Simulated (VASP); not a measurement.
# Be3Se2O in VASP: a series of runs

Be3Se2O is run at these levels: PBE; tasks: single point.

All numbers are computed with VASP 6.6.1; they aren't measurements. Logs are shortened: lines on timing, memory, paths and dates and some standing lists are left out, and cuts for length are marked.

## (1) The cell of the first run

The structure is hexagonal, space group P6mm (No. 183). The conventional cell has a = 5.456 Å, b = 5.456 Å, c = 3.339 Å, α = 90.00°, β = 90.00°, γ = 120.00°. Be (site symmetry 2mm) has 4 Se at 2.29 to 2.30 Å and 4 Be at 2.73 Å and 2 O at 2.73 Å within 3.0 Å. Within 3.0 Å of Se (site symmetry 3m) lie 6 Be at 2.29 to 2.30 Å. Within 3.6 Å of O (site symmetry 6mm) lie 6 Be at 2.73 Å and 2 O at 3.34 Å and 12 Se at 3.56 to 3.57 Å.

## (2) Single point, PBE

The input, INCAR:

```
SYSTEM = Be3Se2O
PREC     = Accurate       ! precision mode
ENCUT    = 600            ! plane-wave cutoff, eV
EDIFF    = 1E-6           ! SCF threshold, eV
ISMEAR   = 0              ! smearing method
SIGMA    = 0.15           ! smearing width, eV
LREAL    = .FALSE.        ! projectors in reciprocal space
LASPH    = .TRUE.         ! aspherical terms in the spheres
NELM     = 120            ! most SCF steps
ALGO     = Normal         ! electronic algorithm
ISIF     = 2              ! what is computed and relaxed
LWAVE    = .FALSE.        ! write WAVECAR
LCHARG   = .TRUE.         ! write CHGCAR
GGA      = PE             ! functional
LELF     = .TRUE.         ! ELF
LVHAR    = .TRUE.       
NBANDS   = 21             ! bands
GGA_COMPAT= .FALSE.
```

The input, KPOINTS:

```
Automatic mesh
0
G
  3 3 3
  0 0 0
```

The input, POSCAR:

```
Be3Se2O
1.0
    5.4561508742      0.0000000030      0.0000000000
   -2.7280754397      4.7251652624      0.0000000000
    0.0000000000      0.0000000000      3.3393845569
Be Se O
3 2 1
Direct
    0.0000000000      0.5000000000      1.0278087075
    0.5000000000      0.0000000000      1.0278087075
    0.5000000000      0.5000000000      1.0278087075
    0.6666666667      0.3333333333      0.5286003549
    0.3333333333      0.6666666667      0.5286003549
    0.0000000000      0.0000000000      0.0293680777
```

Potentials or basis: VASP PAW PBE potentials, release 64 (Be, Se, O).

Run with:

```
cat potpaw_PBE.64/Be/POTCAR potpaw_PBE.64/Se/POTCAR potpaw_PBE.64/O/POTCAR > POTCAR
mpirun -np 1 vasp_std > vasp.out
```

OUTCAR:

```text
SYSTEM = Be3Se2O
   PREC = Accurate
   ENCUT = 600
   EDIFF = 1E-6
   ISMEAR = 0
   LREAL = .FALSE.
   LASPH = .TRUE.
   NELM = 120
   ISIF = 2
   GGA = PE

 ion  position               nearest neighbor table
   1  0.000  0.500  0.028-   4 2.29   5 2.29   4 2.30   5 2.30
   2  0.500  0.000  0.028-   4 2.29   5 2.29   4 2.30   5 2.30
   3  0.500  0.500  0.028-   4 2.29   5 2.29   4 2.30   5 2.30
   4  0.667  0.333  0.529-   2 2.29   1 2.29   3 2.29   2 2.30   1 2.30   3 2.30
   5  0.333  0.667  0.529-   2 2.29   1 2.29   3 2.29   2 2.30   1 2.30   3 2.30
   6  0.000  0.000  0.029-

  LATTYP: Found a hexagonal cell.
 ALAT       =     5.4561508742
 C/A-ratio  =     0.6120403621

  Lattice vectors:

 A1 = (   5.4561508742,   0.0000000030,   0.0000000000)
 A2 = (  -2.7280754397,   4.7251652624,   0.0000000000)
 A3 = (   0.0000000000,   0.0000000000,   3.3393845569)

Analysis of symmetry for initial positions (statically):
=====================================================================
 Subroutine PRICEL returns:
 Original cell was already a primitive cell.

 Routine SETGRP: Setting up the symmetry group for a
 hexagonal supercell.

 Subroutine GETGRP returns: Found 12 space group operations
 (whereof 12 operations were pure point group operations)
 out of a pool of 24 trial point group operations.

The static configuration has the point symmetry C_6v.

Analysis of symmetry for dynamics (positions and initial velocities):
=====================================================================
 Subroutine PRICEL returns:
 Original cell was already a primitive cell.

 Routine SETGRP: Setting up the symmetry group for a
 hexagonal supercell.

 Subroutine GETGRP returns: Found 12 space group operations
 (whereof 12 operations were pure point group operations)
 out of a pool of 24 trial point group operations.

The dynamic configuration has the point symmetry C_6v.

 Subroutine INISYM returns: Found 12 space group operations
 (whereof 12 operations are pure point group operations),
 and found     1 'primitive' translations

----------------------------------------------------------------------------------------

                                     Primitive cell

  volume of cell :      86.0934

  direct lattice vectors                    reciprocal lattice vectors
     5.456150874  0.000000003  0.000000000     0.183279389  0.105816405  0.000000000
    -2.728075440  4.725165262  0.000000000    -0.000000000  0.211632809  0.000000000
     0.000000000  0.000000000  3.339384557     0.000000000  0.000000000  0.299456377

  length of vectors
     5.456150874  5.456150874  3.339384557     0.211632809  0.211632809  0.299456377

  position of ions in fractional coordinates (direct lattice)
     0.000000000  0.500000000  0.027808708
     0.500000000  0.000000000  0.027808708
     0.500000000  0.500000000  0.027808708
     0.666666667  0.333333333  0.528600355
     0.333333333  0.666666667  0.528600355
     0.000000000  0.000000000  0.029368078

  ion indices of the primitive-cell ions
   primitive index   ion index
                 1           1
                 2           2
                 3           3
                 4           4
                 5           5
                 6           6

----------------------------------------------------------------------------------------

 KPOINTS: Automatic mesh

Automatic generation of k-mesh.
 Grid dimensions read from file:
 generate k-points for:    3    3    3

 Generating k-lattice:

  Cartesian coordinates                     Fractional coordinates (reciprocal lattice)
     0.061093130  0.035272135  0.000000000     0.333333333  0.000000000  0.000000000
    -0.000000000  0.070544270  0.000000000    -0.000000000  0.333333333  0.000000000
     0.000000000  0.000000000  0.099818792     0.000000000  0.000000000  0.333333333

  Length of vectors
     0.070544270  0.070544270  0.099818792

  Shift w.r.t. Gamma in fractional coordinates (k-lattice)
     0.000000000  0.000000000  0.000000000

 Subroutine IBZKPT returns following result:
 ===========================================

 Found      6 irreducible k-points:

 Following reciprocal coordinates:
            Coordinates               Weight
  0.000000  0.000000  0.000000      1.000000
  0.333333 -0.000000  0.000000      6.000000
  0.333333  0.333333  0.000000      2.000000
  0.000000  0.000000  0.333333      2.000000
  0.333333 -0.000000  0.333333     12.000000
  0.333333  0.333333  0.333333      4.000000
   k-points           NKPTS =      6   k-points in BZ     NKDIM =      6   number of bands    NBANDS=     21
   number of dos      NEDOS =    301   number of ions     NIONS =      6
   total plane-waves  NPLWV =  64512
   dimension x,y,z NGX =    48 NGY =   48 NGZ =   28
   dimension x,y,z NGXF=    96 NGYF=   96 NGZF=   56
   ions per type =               3   2   1
   NGX,Y,Z   is equivalent  to a cutoff of  14.63, 14.63, 13.94 a.u.
   NGXF,Y,Z  is equivalent  to a cutoff of  29.25, 29.25, 27.88 a.u.
 SYSTEM =  Be3Se2O
   PREC   = accura    normal or accurate (medium, high low for compatibility)
   ISTART =      0    job   : 0-new  1-cont  2-samecut
   ICHARG =      2    charge: 1-file 2-atom 10-const
   ISPIN  =      1    spin polarized calculation?
   LNONCOLLINEAR =      F non collinear calculations
   LSORBIT =      F    spin-orbit coupling
   LASPH  =      T    aspherical Exc in radial PAW
   ENCUT  =  600.0 eV  44.10 Ry    6.64 a.u.  10.90 10.90  6.67*2*pi/ulx,y,z
   NELM   =    120;   NELMIN=  2; NELMDL= -5     # of ELM steps
   EDIFF  = 0.1E-05   stopping-criterion for ELM
   LREAL  =      F    real-space projection
   EDIFFG = 0.1E-04   stopping-criterion for IOM
   NSW    =      0    number of steps for IOM
   IBRION =     -1    ionic relax: 0-MD 1-quasi-New 2-CG
   NFREE  =      0    steps in history (QN), initial steepest desc. (CG)
   ISIF   =      2    stress and relaxation
   ISYM   =      2    0-nonsym 1-usesym 2-fastsym
   POTIM  = 0.5000    time-step for ionic-motion
   TEBEG  =    0.0;   TEEND  =   0.0 temperature during run
   PSTRESS=    0.0 pullay stress
   NELECT =      24.0000    total number of electrons
   NUPDOWN=      -1.0000    fix difference up-down
   EMIN   =  10.00;   EMAX   =-10.00  energy-range for DOS
   EFERMI =   0.00;   METHOD = LEGACY
   ISMEAR =     0;   SIGMA  =   0.15  broadening in eV -4-tet -1-fermi 0-gaus
   EFERMI_NEDOS =   21; number of points for ismear=-14 and -15
   IALGO  =     38    algorithm
   IMIX   =      4    mixing-type and parameters
     AMIX     =   0.40;   BMIX     =  1.00
     AMIX_MAG =   1.60;   BMIX_MAG =  1.00
  volume/ion in A,a.u.               =      14.35        96.83
  Fermi-wavevector in a.u.,A,eV,Ry     =   1.069437  2.020943 15.560929  1.143696
  Thomas-Fermi vector in A             =   2.205117
   LORBIT       =      0    0 simple, 1 ext, 2 COOP (PROOUT), +10 PAW based schemes
   GGA     = PE    functional components
   LHFCALC =     F    Hartree Fock is set to
   AEXX    =    0.0000 exact exchange contribution
   IVDW    =     0    specifies the selected vdW correction
   LEPSILON=     F    determine dielectric tensor
   LRPA    =     F    only Hartree local field effects (RPA)
 non-spin polarized calculation
 Gauss-broadening in eV      SIGMA  =   0.15
  energy-cutoff  :      600.00
  volume of cell :       86.09
 maximum number of plane-waves:      2893
 NGX is ok and might be reduce to    48
   NGX = 21   NGY = 21   NGZ = 13

 number of electron      23.9999999 magnetization

 Free energy of the ion-electron system (eV)
  ---------------------------------------------------
  ext. energy  EPLUGINS =         0.00000000
  ---------------------------------------------------
  free energy    TOTEN  =       -21.53703822 eV

  energy without entropy =      -21.50937609  energy(sigma->0) =      -21.52320716

 E-fermi :   4.0686     XC(G=0):  -9.6961

 val. band max:        4.0593968933   @ k =   0.3333  -0.0000   0.0000
 cond. band min:       4.1166563962   @ k =   0.0000   0.0000   0.0000
 fundamental gap:      0.0572595029
 Fermi energy:         4.0686013788

 k-point     1 :       0.0000    0.0000    0.0000
  band No.  band energies     occupation
      1     -11.9643      2.00000
      2     -11.0099      2.00000
      3      -9.8468      2.00000
      4      -2.2393      2.00000
      5      -2.2393      2.00000
      6      -0.2066      2.00000
      7      -0.2066      2.00000
      8       0.0654      2.00000
      9       2.8324      2.00000
     10       3.5802      2.00000
     11       3.5802      2.00000
     12       4.1167      0.65050
     13       5.3588      0.00000
     14       6.4790      0.00000
     15       7.9192      0.00000
     16       7.9192      0.00000
     17       9.0298      0.00000
     18       9.5190      0.00000
     19       9.5190      0.00000
     20      11.6311      0.00000
     21      12.1737      0.00000

 k-point     2 :       0.3333   -0.0000    0.0000
  band No.  band energies     occupation
      1     -11.6585      2.00000
      2     -11.0743      2.00000
      3     -10.2953      2.00000
      4      -2.6880      2.00000
      5      -1.8488      2.00000
      6       0.4808      2.00000
      7       0.5592      2.00000
      8       1.0437      2.00000
      9       1.9577      2.00000
     10       2.5442      2.00000
     11       3.1396      2.00000
     12       4.0594      1.06915
     13       5.8858      0.00000
     14       6.2922      0.00000
     15       7.3290      0.00000
     16       7.8385      0.00000
     17       8.4194      0.00000
     18       9.3679      0.00000
     19      10.0394      0.00000
     20      10.7404      0.00000
     21      11.8129      0.00000

 k-point     3 :       0.3333    0.3333    0.0000
  band No.  band energies     occupation
      1     -11.4617      2.00000
      2     -10.8374      2.00000
      3     -10.8374      2.00000
      4      -2.7566      2.00000
      5      -0.8475      2.00000
      6      -0.8475      2.00000
      7       1.1341      2.00000
      8       1.1341      2.00000
      9       2.2789      2.00000
     10       2.9824      2.00000
     11       2.9824      2.00000
     12       3.9915      1.53294
     13       5.8992      0.00000
     14       6.2560      0.00000
     15       6.2560      0.00000
     16       7.8605      0.00000
     17       8.1961      0.00000
     18       8.1961      0.00000
     19      11.2121      0.00000
     20      11.2121      0.00000
     21      11.2839      0.00000

 k-point     4 :       0.0000    0.0000    0.3333
  band No.  band energies     occupation
      1     -11.4750      2.00000
      2     -10.7074      2.00000
      3      -8.8675      2.00000
      4      -3.6644      2.00000
      5      -2.2354      2.00000
      6      -1.6991      2.00000
      7      -1.6991      2.00000
      8       1.0009      2.00000
      9       1.0009      2.00000
     10       3.2081      2.00000
     11       3.3341      2.00000
     12       3.3341      2.00000
     13       4.9651      0.00000
     14       4.9651      0.00000
     15       7.4516      0.00000
     16       7.4516      0.00000
     17       9.4060      0.00000
     18      11.2043      0.00000
     19      11.2043      0.00000
     20      12.3242      0.00000
     21      12.7914      0.00000

 k-point     5 :       0.3333   -0.0000    0.3333
  band No.  band energies     occupation
      1     -11.3900      2.00000
      2     -10.4768      2.00000
      3      -9.4045      2.00000
      4      -3.4978      2.00000
      5      -2.6493      2.00000
      6      -1.9802      2.00000
      7      -1.0295      2.00000
      8       1.5030      2.00000
      9       1.7643      2.00000
     10       2.6507      2.00000
     11       2.9854      2.00000
     12       3.4193      2.00000
     13       5.3060      0.00000
     14       5.4033      0.00000
     15       7.0610      0.00000
     16       7.8842      0.00000
     17       9.1784      0.00000
     18       9.6576      0.00000
     19      10.8179      0.00000
     20      11.5777      0.00000
     21      11.9925      0.00000

 k-point     6 :       0.3333    0.3333    0.3333
  band No.  band energies     occupation
      1     -11.3592      2.00000
      2     -10.0087      2.00000
      3     -10.0087      2.00000
      4      -3.1324      2.00000
      5      -3.1324      2.00000
      6      -2.1614      2.00000
      7       0.1762      2.00000
      8       0.1762      2.00000
      9       2.9198      2.00000
     10       2.9198      2.00000
     11       3.1929      2.00000
     12       3.3779      2.00000
     13       3.8422      1.96718
     14       6.6440      0.00000
     15       6.6440      0.00000
     16       8.0918      0.00000
     17       9.5320      0.00000
     18       9.5483      0.00000
     19       9.5483      0.00000
     20      11.0906      0.00000
     21      12.0516      0.00000

------------------------ aborting loop because EDIFF is reached ----------------------------------------

  FORCE on cell =-STRESS in cart. coord.  units (eV):
  Direction    XX          YY          ZZ          XY          YZ          ZX
  --------------------------------------------------------------------------------------
  -------------------------------------------------------------------------------------
  Total        0.1138024      0.1138024      0.0488263     -0.0000000      0.0000000      0.0000000
  in kB        2.1178352      2.1178352      0.9086466     -0.0000000      0.0000000      0.0000000
  external PRESSURE =       1.7147723 kB  Pullay stress =       0.0000000 kB

 VOLUME and BASIS-vectors are now :
 -----------------------------------------------------------------------------
  energy-cutoff  :      600.00
  volume of cell :       86.09
      direct lattice vectors                 reciprocal lattice vectors
     5.456150874  0.000000003  0.000000000     0.183279389  0.105816405  0.000000000
    -2.728075440  4.725165262  0.000000000    -0.000000000  0.211632809  0.000000000
     0.000000000  0.000000000  3.339384557     0.000000000  0.000000000  0.299456377

 POSITION                                       TOTAL-FORCE (eV/Angst)
 -----------------------------------------------------------------------------------
     -1.36404      2.36258      0.09286        -0.000000      0.000000      0.004756
      2.72808      0.00000      0.09286        -0.000000      0.000000      0.004756
      1.36404      2.36258      0.09286        -0.000000      0.000000      0.004756
      2.72808      1.57506      1.76520        -0.000000     -0.000000     -0.003205
     -0.00000      3.15011      1.76520         0.000000      0.000000     -0.003205
      0.00000      0.00000      0.09807         0.000000     -0.000000     -0.007859
 -----------------------------------------------------------------------------------
    total drift:                               -0.000000     -0.000000     -0.000067

  FREE ENERGIE OF THE ION-ELECTRON SYSTEM (eV)
  ---------------------------------------------------
  free  energy   TOTEN  =       -21.5370382236 eV

  energy  without entropy=      -21.5093760925  energy(sigma->0) =      -21.52320716
```

It took 26 s on 1 thread of Intel Xeon Platinum 8375C at 2.90GHz (Ice Lake), shared host; peak memory 0.24 GiB.

What came out:

```yaml
Free_energy: -21.5370 eV
Pressure: 0.2 GPa
Largest_force: 0.008 eV/Å
Band_gap_on_the_k_mesh: zero (band 12 reaches 4.12 eV, above the bottom of band 13 at 3.84 eV)
```

Forces in eV/Å, atoms in the order of the input:
```
Be   0.000  0.000  0.005
Be   0.000  0.000  0.005
Be   0.000  0.000  0.005
Se   0.000  0.000 -0.003
Se   0.000  0.000 -0.003
O    0.000  0.000 -0.008
```

Caveat: the k points lie up to 0.63 Å⁻¹ apart.

## (3) Single point, PBE

This run uses another cell than the first one, of 15.43 Å³/atom, 1.075 times its volume.

The input, INCAR:

```
SYSTEM = Be3Se2O
PREC = Accurate
ENCUT = 600
EDIFF = 1E-6
ISMEAR = 0
SIGMA = 0.15
LREAL = .FALSE.
LASPH = .TRUE.
NELM = 120
ALGO = Normal
ISIF = 2
LWAVE = .FALSE.
LCHARG = .FALSE.
GGA = PE
NBANDS = 21
GGA_COMPAT = .FALSE.
```

The input, KPOINTS:

```
regular mesh
0
G
  3 3 4
  0 0 0
```

The input, POSCAR:

```
Be3Se2O
1.0
    5.7894014094      0.0000000000      0.0000000000
   -2.8947007047      5.0137686933      0.0000000000
    0.0000000000      0.0000000000      3.1891237169
Be Se O
3 2 1
Direct
    0.5000000000      0.0000000000      0.5000000000
    0.5000000000      0.5000000000      0.5000000000
    0.0000000000      0.5000000000      0.5000000000
    0.3333333333      0.6666666667      0.0000000000
    0.6666666667      0.3333333333      0.0000000000
    0.0000000000      0.0000000000      0.0000000000
```

Potentials or basis: VASP PAW PBE potentials, release 64 (Be, Se, O).

Run with:

```
cat potpaw_PBE.64/Be/POTCAR potpaw_PBE.64/Se/POTCAR potpaw_PBE.64/O/POTCAR > POTCAR
mpirun -np 1 vasp_std > vasp.out
```

Wall time 34 s (1 thread of Intel Xeon Platinum 8375C at 2.90GHz (Ice Lake), shared host); peak memory 0.25 GiB.

Results (log left out):

* Free energy: -20.1666 eV
* Pressure: 0.4 GPa
* Band gap on the k mesh: zero (band 12 reaches 3.86 eV, above the bottom of band 13 at 3.62 eV)

Stress tensor (GPa, compression positive):
```
0.44 0.00 0.00
0.00 0.44 0.00
0.00 0.00 0.24
```

Levels at points of the mesh, in eV from the Fermi level:
```tsv
k point	band 8	band 9	band 10	band 11	band 12	band 13	band 14	band 15	band 16	band 17
(0.00, 0.00, 0.00)	-3.07	-0.88	-0.37	-0.37	0.15	1.37	3.25	3.75	3.75	4.27
(0.00, 0.00, 0.50)	-2.26	-2.26	-1.30	-0.18	-0.18	0.23	0.23	0.36	0.36	5.30
```

Caveat: the k points lie up to 0.49 Å⁻¹ apart.
